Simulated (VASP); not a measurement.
BN:

```xyz
2
Lattice="1.2256 0.7076 3.3041 -1.2256 0.7076 3.3041 0.0000 -1.4152 3.3041" Properties=species:S:1:pos:R:3 pbc="T T T"
N     0.0000    0.0000    6.6138
B     0.0000    0.0000    0.0033
```

This cell differs from its parent crystal: volume scaled by 0.94.

Base run:

```yaml
Program: VASP 6.6.1
Functional: PBEsol
Potentials_or_basis: VASP PAW PBE potentials, release 64 (N, B)
Cutoff: 520 eV
k_mesh: 12 × 12 × 12
Occupations: fermi-dirac, width 0.05 eV
Spin: no spin polarisation
```

Its results: band gap on the k mesh 4.24 eV, indirect (least direct gap 4.79 eV); pressure 17.7 GPa.

Question: The run is repeated on the same cell with these changes: functional from PBEsol to LDA; potentials or basis from VASP PAW PBE potentials, release 64 (N, B) to VASP PAW LDA potentials, release 64 (N, B). What comes out?

Answer: Band gap on the k mesh 4.16 eV, indirect (least direct gap 4.70 eV); pressure 12.4 GPa.

Caveats: the PAW data sets were made with another functional, which shifts forces and pressure a little (some runs).

A k mesh can miss the band edges.
